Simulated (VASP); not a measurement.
Here is a VASP 6.6.1 calculation.

Contents of INCAR:

```
PREC = Accurate
ENCUT = 520
EDIFF = 1E-6
ISMEAR = 0
SIGMA = 0.05
LREAL = False
LASPH = True
NELM = 150
ALGO = Normal
ISIF = 2
LWAVE = False
LCHARG = False
ISPIN = 2
MAGMOM = 0.05 0 0
LORBIT = 11
LMAXMIX = 4
GGA = PS
NBANDS = 24
```

The input KPOINTS:

```
Automatic mesh
0
Gamma
  12 12 6
```

Contents of POSCAR:

```
WSe2
1.0
    3.2362985515      0.0000000000      0.0000000000
   -1.6181492757      2.8027167598      0.0000000000
    0.0000000000      0.0000000000      6.4748666501
W Se
1 2
Direct
    0.0000000000      0.0000000000      0.0000000000
    0.3333333333      0.6666666667      0.2649030152
    0.6666666667      0.3333333333      0.7350969848
```

Potentials or basis: VASP PAW PBE potentials, release 64 (W_sv, Se).

The run is started by

```console
$ cat potpaw_PBE.64/W_sv/POTCAR potpaw_PBE.64/Se/POTCAR > POTCAR
$ mpirun -np 1 vasp_std > vasp.out
```

(1) What does it give for the pressure?

(2) Predict the largest force.

## Answers

(1) 1.8 GPa.

(2) 0.053 eV/Å.

Caveat: the PAW data sets were made with another functional, which shifts forces and pressure a little; this functional lacks dispersion, which binds layers or chains, so the pressure and a relaxed spacing across them are unreliable.
